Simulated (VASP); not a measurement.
Write the native input for VASP 6.6.1 that does the following.

| Property | Result |
| --- | --- |
| Task | single point |
| Functional | PBEsol |
| Potentials or basis | VASP PAW PBE potentials, release 64 (C, W_sv) |
| Cutoff | 520 eV |
| k mesh | 10 × 10 × 10 |
| Occupations | gaussian, width 0.1 eV |
| Spin | no spin polarisation |
| Dipole correction | no |
| Further INCAR settings | ALGO = Normal; EDIFF = 1e-06; NBANDS = 18 |

The structure of WC2 lies in POSCAR:

```
WC2
1.0
   -1.5089353734      1.5089353734      2.9688640196
    1.5089353734     -1.5089353734      2.9688640196
    1.5089353734      1.5089353734     -2.9688640196
C W
2 1
Direct
    0.3788415649      0.3788415649      0.0000000000
    0.6211584351      0.6211584351      0.0000000000
    0.0000000000      0.0000000000      0.0000000000
```

These files were run (other wordings do the same):

INCAR

```
SYSTEM = WC2
PREC = Accurate
ENCUT = 520
EDIFF = 1E-6
ISMEAR = 0
SIGMA = 0.1
LREAL = .False.
LASPH = .True.
NELM = 60
ALGO = Normal
ISIF = 2
LWAVE = .False.
LCHARG = .True.
GGA = PS
LELF = .True.
LVHAR = .True.
NBANDS = 18
```

KPOINTS

```
Automatic mesh
0
Gamma
  10 10 10
  0 0 0
```

Potentials or basis: VASP PAW PBE potentials, release 64 (C, W_sv).

Launch:

```console
$ cat potpaw_PBE.64/C/POTCAR potpaw_PBE.64/W_sv/POTCAR > POTCAR
$ mpirun -np 1 vasp_std > vasp.out
```

Results of the run:

```
Pressure               : 1.5 GPa
Largest force          : 0.130 eV/Å
Band gap on the k mesh : zero (band 11 reaches 12.11 eV, above the bottom of band 12 at 8.46 eV)
```

Caveat: the PAW data sets were made with another functional, which shifts forces and pressure a little; spin-orbit coupling is left out, which moves the levels of the heavy elements.

It took 21 s on 1 thread of Intel(R) Xeon(R) 6975P-C (Granite Rapids), on a shared host, peak memory 0.19 GiB.
